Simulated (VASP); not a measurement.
Ir, 1 atom in the cell. It takes space group Fm-3m (No. 225, cubic). The conventional cell has a = 3.844 Å, b = 3.844 Å, c = 3.844 Å, α = 90.00°, β = 90.00°, γ = 90.00°. Ir (site symmetry m-3m) has 12 Ir at 2.72 Å within 3.6 Å. 

| Property | Result |
| --- | --- |
| Program | VASP 6.6.1 |
| Task | single point |
| Functional | r2SCAN |
| Potentials or basis | VASP PAW PBE potentials, release 64 (Ir_sv_GW) |
| Cutoff | 550 eV |
| k mesh | 15 × 15 × 15 |
| Occupations | gaussian, width 0.0272 eV |
| Spin | no spin polarisation |
| Dipole correction | no |
| Second run | valence_matched |
| Further INCAR settings | ALGO = Normal; EDIFF = 1e-06; NBANDS = 14 |

Potentials or basis: VASP PAW PBE potentials, release 64 (Ir_sv_GW).

The run is started by

```sh
$ cat potpaw_PBE.64/Ir_sv_GW/POTCAR > POTCAR
$ cp INCAR.step1 INCAR
$ mpirun -np 1 vasp_std > vasp.out
$ cp INCAR.step2 INCAR
$ mpirun -np 1 vasp_std > vasp.out
```

Hardware: 1 thread of AMD EPYC 7R43 64-Core Processor (Zen 3), with other jobs on the host.

Question: Estimate the wall time of this run.

Answer: It took 2.9 min on 1 thread of AMD EPYC 7R43 64-Core Processor (Zen 3), on a shared host, peak memory 0.14 GiB. Counts: k points 120.
